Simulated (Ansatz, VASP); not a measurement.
Given: the input of a run of VASP 6.6.1 on Br.

File INCAR:

```
SYSTEM = Br
PREC = Accurate
ENCUT = 520
EDIFF = 1E-7
ISMEAR = 0
SIGMA = 0.027000000000000003
LREAL = .FALSE.
LASPH = .TRUE.
NELM = 60
ALGO = Normal
ISIF = 2
LWAVE = .FALSE.
LCHARG = .TRUE.
GGA = PE
LELF = .TRUE.
LVHAR = .TRUE.
NBANDS = 22
```

File KPOINTS:

```
Automatic mesh
0
G
  7 7 3
  0 0 0
```

POSCAR

```
Br
1.0
    3.3632500000     -2.3225500000      0.0000000000
    3.3632500000      2.3225500000      0.0000000000
    0.0000000000      0.0000000000      8.7023000000
Br
4
Direct
    0.3651000000      0.6349000000      0.3901000000
    0.1349000000      0.8651000000      0.8901000000
    0.6349000000      0.3651000000      0.6099000000
    0.8651000000      0.1349000000      0.1099000000
```

Potentials or basis: VASP PAW PBE potentials, release 64 (Br).

The run is started by

```console
$ cat potpaw_PBE.64/Br/POTCAR > POTCAR
$ mpirun -np 1 vasp_std > vasp.out
```

Q: Translate it to Ansatz 0.2.0. Potentials there: Ansatz PAW.

A: As run (the cutoff follows the program's own potentials):

Contents of input.yaml:

```yaml
crystal:
  lattice:
    - [3.36325, -2.32255, 0.0]
    - [3.36325, 2.32255, 0.0]
    - [0.0, 0.0, 8.7023]
  atoms:
    - { symbol: Br, position: [0.3651, 0.6349, 0.3901] }
    - { symbol: Br, position: [0.1349, 0.8651, 0.8901] }
    - { symbol: Br, position: [0.6349, 0.3651, 0.6099] }
    - { symbol: Br, position: [0.8651, 0.1349, 0.1099] }
hamiltonian:
  xc: pbe
  pseudopotentials: { kind: paw }
kpoints:
  mp_grid: { grid: [7, 7, 3] }
scf:
  occupations: { method: gaussian, width: 0.027 }
output:
  forces: true
  stress: true
  eigenvalues: true
```

Potentials or basis: Ansatz PAW.

Launch:

```console
$ ansatz run input.yaml --threads 2 --pin off --max-ram 5632MiB --backend cpu --events-out ev --progress --plain --runs-dir out
```

Both were run:

|  | VASP | Ansatz | Ansatz less VASP |
| --- | --- | --- | --- |
| gap on the k mesh at the Fermi level (eV) | 1.90 | 1.90 | -0.001 |
| least direct gap on the mesh (eV) | 1.92 | 1.92 | -0.001 |
| pressure (GPa) | 1.9 | 1.8 | -0.02 |
| traceless stress, the component that is largest in VASP (GPa) | 1.19 | 1.17 | -0.023 |
| rms of the force components (eV/Å) | 0.509 | 0.502 | -0.0069 |

Atom by atom the forces differ by 0.007 eV/Å (rms over components). With one functional, cell and mesh, what is left measures potentials, basis and numerics.

Noted on Ansatz's run: odd divisions of the mesh miss points on the zone boundary, where band edges often lie, so the gap on the mesh can be too wide.
